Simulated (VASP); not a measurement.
Write the native input for VASP 6.6.1 that does the following.

* Task: single point
* Functional: PBEsol
* Dispersion: D3(BJ)
* Potentials or basis: VASP PAW PBE potentials, release 64 (Al)
* Cutoff: 520 eV
* k mesh: 18 × 18 × 6
* Occupations: gaussian, width 0.15 eV
* Spin: no spin polarisation
* Dipole correction: no
* Further INCAR settings: ALGO = Fast; EDIFF = 1e-07; NBANDS = 14

The structure of Al lies in POSCAR:

```
Al
1.0
    2.9317307233      0.0000000000      0.0000000000
   -1.4658653616      2.5389532834      0.0000000000
    0.0000000000      0.0000000000      9.0602206273
Al
4
Direct
    0.0000000000      0.0000000000      0.0000000000
    0.3333333333      0.6666666667      0.2500000000
    0.0000000000      0.0000000000      0.5000000000
    0.6666666667      0.3333333333      0.7500000000
```

This isn't the form of Al at room conditions, which is fcc.

One way to write it, as run:

INCAR

```
SYSTEM = Al
PREC = Accurate
ENCUT = 520
EDIFF = 1E-7
ISMEAR = 0
SIGMA = 0.15
LREAL = .FALSE.
LASPH = .TRUE.
NELM = 80
ALGO = Fast
ISIF = 2
LWAVE = .FALSE.
LCHARG = .FALSE.
GGA = PS
IVDW = 12
NBANDS = 14
```

KPOINTS

```
Automatic mesh
0
G
  18 18 6
  0 0 0
```

Potentials or basis: VASP PAW PBE potentials, release 64 (Al).

Run with:

```console
$ cat potpaw_PBE.64/Al/POTCAR > POTCAR
$ mpirun -np 1 vasp_std > vasp.out
```

It gave:

The pressure is -5.4 GPa and the band gap on the k mesh is zero (bands 6 and 7 overlap by 6.26 eV). The dispersion energy per atom is -0.311 eV.

Caveat: the cell stands under tension; the PAW data sets were made with another functional, which shifts forces and pressure a little.

It took 2.8 min on 1 thread of Intel Xeon 8259CL (shared host), peak memory 0.26 GiB.
